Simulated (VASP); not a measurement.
# BaF2 (Frankdicksonite): single point with r2SCAN

BaF2 (Frankdicksonite):

```
Ba F
1.0
     0.00000    3.06607    3.06607
     3.06607    0.00000    3.06607
     3.06607    3.06607    0.00000
Ba F
1 2
Direct
  0.00000 0.00000 0.00000
  0.25000 0.25000 0.25000
  0.75000 0.75000 0.75000
```

This cell differs from its parent crystal: volume scaled by 0.97.

* Program: VASP 6.6.1
* Task: single point
* Functional: r2SCAN
* Potentials or basis: VASP PAW PBE potentials, release 64 (Ba_sv, F)
* Cutoff: 660 eV
* k mesh: 6 × 6 × 6
* Occupations: gaussian, width 0.02 eV
* Spin: no spin polarisation
* Dipole correction: no
* Further INCAR settings: ALGO = Normal; EDIFF = 1e-06; NBANDS = 19

```json
{"Pressure": "3.0 GPa", "Band gap on the k mesh": "7.49 eV, indirect (least direct gap 7.57 eV)"}
```

Levels at points of the mesh, in eV from the valence-band top:
```tsv
k point	band 10	band 11	band 12	band 13	band 14	band 15
(0.00, 0.00, 0.00)	-0.08	-0.08	-0.08	7.49	10.04	10.04
(0.50, 0.00, 0.00)	-0.34	-0.14	-0.14	10.00	10.00	10.16
(0.50, 0.50, 0.00)	-0.28	-0.28	-0.15	7.76	10.04	11.61
```

It took 41 s on 1 thread of Intel(R) Xeon(R) 6975P-C (Granite Rapids) (shared host), peak memory 0.22 GiB.

Caveat: the PAW data sets were made with another functional, which shifts forces and pressure a little; spin-orbit coupling is left out, which moves the levels of the heavy elements. A k mesh can miss the band edges.
